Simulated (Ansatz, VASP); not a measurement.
# Ge: VASP beside Ansatz

```
Ge
1.0
     1.38261   -2.51950    0.00000
     1.38261    2.51950    0.00000
     0.00000    0.00000    2.64273
Ge
1
Cartesian
  1.3826 0.0000 0.0000
```

Alike in both runs: task single point; functional PBEsol; k mesh 14 × 14 × 12; occupations gaussian, width 0.15 eV; no spin polarisation.

|  | VASP | Ansatz |
| --- | --- | --- |
| version | VASP 6.6.1 | Ansatz 0.2.0 |
| potentials or method | VASP PAW PBE potentials, release 64 (Ge_d), cutoff 520 eV | scalar-relativistic, plane waves, PAW |
| valence electrons in the cell | 14 | 14 |

VASP gave:

| Quantity | Value |
| --- | --- |
| gap on the k mesh at the Fermi level (eV) | none |
| pressure (GPa) | -0.1 |
| traceless stress, the component that is largest in VASP (GPa) | 2.62 |

Q: Estimate Ansatz's values.

A: gap on the k mesh at the Fermi level (eV): none; pressure (GPa): 0.0; traceless stress, the component that is largest in VASP (GPa): 2.59.

VASP's potentials were made for PBE, not for PBEsol. A gap of «none» marks a metal or a gap that the smearing closes.
